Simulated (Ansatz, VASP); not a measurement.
**Two plane-wave programs on S**

File INCAR:

```
ALGO = Normal
EDIFF = 1E-8
ENCUT = 520
GGA = PE
ISIF = 2
ISMEAR = -1
LASPH = T
LCHARG = F
LEFG = T
LREAL = F
LWAVE = F
NBANDS = 13
NELM = 100
PREC = Accurate
SIGMA = 0.05
```

Contents of KPOINTS:

```
k-points
0
Gamma
  9 9 9
```

File POSCAR:

```
S
1.0
    0.0000000000      2.7698291284      2.7698291284
    2.7698291284      0.0000000000      2.7698291284
    2.7698291284      2.7698291284      0.0000000000
S
2
Direct
   -0.1700000000     -0.1100000000     -0.1100000000
    0.1700000000      0.1100000000      0.1100000000
```

Input for Ansatz:

```yaml
crystal:
  lattice:
    - [0.0, 2.7698291284, 2.7698291284]
    - [2.7698291284, 0.0, 2.7698291284]
    - [2.7698291284, 2.7698291284, 0.0]
  atoms:
    - { symbol: S, position: [-0.17, -0.11, -0.11] }
    - { symbol: S, position: [0.17, 0.11, 0.11] }
kpoints:
  mp_grid: { grid: [9, 9, 9] }
scf:
  occupations: { method: fermi_dirac, width: 0.05 }
hamiltonian:
  xc: pbe
  pseudopotentials: { kind: paw }
output:
  forces: true
  stress: true
  eigenvalues: true
  efg: { contact_densities: true }
  populations: true
```

Change from the starting cell: shortest bond scaled by 0.88, PAW files.

Alike in both runs: task electric field gradients; functional PBE; k mesh 9 × 9 × 9; occupations fermi-dirac, width 0.05 eV; no spin polarisation.

|  | VASP | Ansatz |
| --- | --- | --- |
| version | VASP 6.6.1 | Ansatz 0.2.0 |
| potentials or method | VASP PAW PBE potentials, release 64 (S) | PAW with Ansatz's default frozen-core files, scalar-relativistic |
| plane-wave cutoff (eV) | 520 | 420 |
| valence electrons in the cell | 12 | 12 |

VASP gave:

```
pressure (GPa)                                                : 7.3
traceless stress, the component that is largest in VASP (GPa) : 5.26
rms of the force components (eV/Å)                            : 1.750
size of Vzz on the site where it differs most (V/Å²)          : 118.5
```

**Question.** What did Ansatz give for the same quantities?

**Answer.** Pressure (GPa): 7.5; traceless stress, the component that is largest in VASP (GPa): 4.97; rms of the force components (eV/Å): 1.696; size of Vzz on the site where it differs most (V/Å²): 120.3.

Atom by atom the forces differ by 0.054 eV/Å (rms over components).
